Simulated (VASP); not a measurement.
The system is B3N2.

```
CELL_PARAMETERS angstrom
3.70276 0.00000 0.00000
-1.85138 3.20669 0.00000
0.00000 0.00000 4.43004
ATOMIC_POSITIONS crystal
B 0.51622 0.48378 0.94818
B 0.51622 0.03243 0.94818
B 0.96757 0.48378 0.94818
N 0.33333 0.66667 0.13937
N 0.00000 0.00000 0.79200
```

The cell was built from a structure type or drawn by symmetry, and may not be a known phase.

```yaml
Program: VASP 6.6.1
Task: relaxation of cell and atoms
Functional: PBE
Potentials_or_basis: VASP PAW PBE potentials, release 64 (B, N)
Cutoff: 600 eV
k_mesh: 12 × 12 × 8
Occupations: gaussian, width 0.1 eV
Spin: no spin polarisation
```

At the start: pressure 0.3 GPa; volume 10.52 Å³/atom.

Question: How do energy, volume and symmetry change on relaxing?

Answer: Over 60 steps the energy falls by 13.1 meV/atom and the volume is 10.40 Å³/atom (-1.2 %); space group P3m1 (No. 156, to 0.1 Å) before and after.

The path:
```csv
step,energy change (eV),largest force (eV/Å),pressure (GPa),volume (Å³)
1,0.0000,0.1072,0.34,52.60
3,-0.0002,0.0424,0.01,52.66
5,-0.0005,0.0492,-0.49,52.75
7,-0.0007,0.0592,-0.57,52.75
9,-0.0017,0.0928,-0.96,52.77
11,-0.0033,0.2968,-2.47,52.84
13,-0.0039,0.1766,-1.96,52.82
15,-0.0048,0.2400,-2.15,52.79
17,-0.0061,0.3395,-2.37,52.72
19,-0.0126,0.3998,-1.97,52.43
21,-0.0253,0.6624,-0.46,51.25
23,-0.0445,0.5991,0.77,50.27
25,-0.0521,0.4701,0.50,50.01
27,-0.0601,0.1726,-0.14,50.07
29,-0.0619,0.0856,0.24,50.03
31,-0.0628,0.0445,0.36,50.09
33,-0.0634,0.0337,0.11,50.32
35,-0.0636,0.0327,-0.01,50.43
37,-0.0637,0.0201,0.04,50.52
39,-0.0638,0.1211,0.75,50.63
41,-0.0639,0.0645,0.42,50.59
43,-0.0641,0.0340,0.39,50.68
45,-0.0645,0.1106,0.27,51.05
47,-0.0648,0.0872,0.24,51.21
49,-0.0653,0.0582,0.11,51.93
51,-0.0654,0.0465,0.14,51.84
53,-0.0655,0.0861,0.23,51.92
55,-0.0656,0.0484,0.16,51.90
57,-0.0657,0.0409,-0.14,52.04
59,-0.0657,0.0105,0.00,51.98
60,-0.0657,0.0073,0.03,51.98
```

Final structure:
```
B N
1.0
     3.56930    0.00000    0.00000
    -1.78465    3.09110    0.00000
     0.00000    0.00000    4.71163
B N
3 2
Direct
  0.50644 0.49356 0.94308
  0.50645 0.01289 0.94308
  0.98711 0.49356 0.94308
  0.33333 0.66667 0.15970
  0.00000 0.00000 0.78698
```

Caveat: this functional lacks dispersion, which binds the layers, so the pressure and a relaxed spacing across them are unreliable.
